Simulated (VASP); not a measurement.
Input of a VASP 6.6.1 run:

The input INCAR:

```
SYSTEM = TaC
PREC = Accurate ; ENCUT = 600
EDIFF = 1E-6 ; ISMEAR = -1
SIGMA = 0.05 ; LREAL = .False.
LASPH = .True. ; NELM = 120
ALGO = Normal ; ISIF = 2
LWAVE = .False. ; LCHARG = .False.
GGA = PE ; NBANDS = 14
GGA_COMPAT = .False.
```

The input KPOINTS:

```
regular mesh
0
Gamma
  13 13 13
  0 0 0
```

Contents of POSCAR:

```
TaC
1.0
    0.0000000000      2.2377109038      2.2377109038
    2.2377109038      0.0000000000      2.2377109038
    2.2377109038      2.2377109038      0.0000000000
Ta C
1 1
Direct
    0.0000000000      0.0000000000      0.0000000000
    0.5000000000      0.5000000000      0.5000000000
```

Potentials or basis: VASP PAW PBE potentials, release 64 (Ta_pv, C).

The run is started by

```console
$ cat potpaw_PBE.64/Ta_pv/POTCAR potpaw_PBE.64/C/POTCAR > POTCAR
$ mpirun -np 1 vasp_std > vasp.out
```

(1) Estimate the pressure.

Results:

(1) 0.6 GPa.
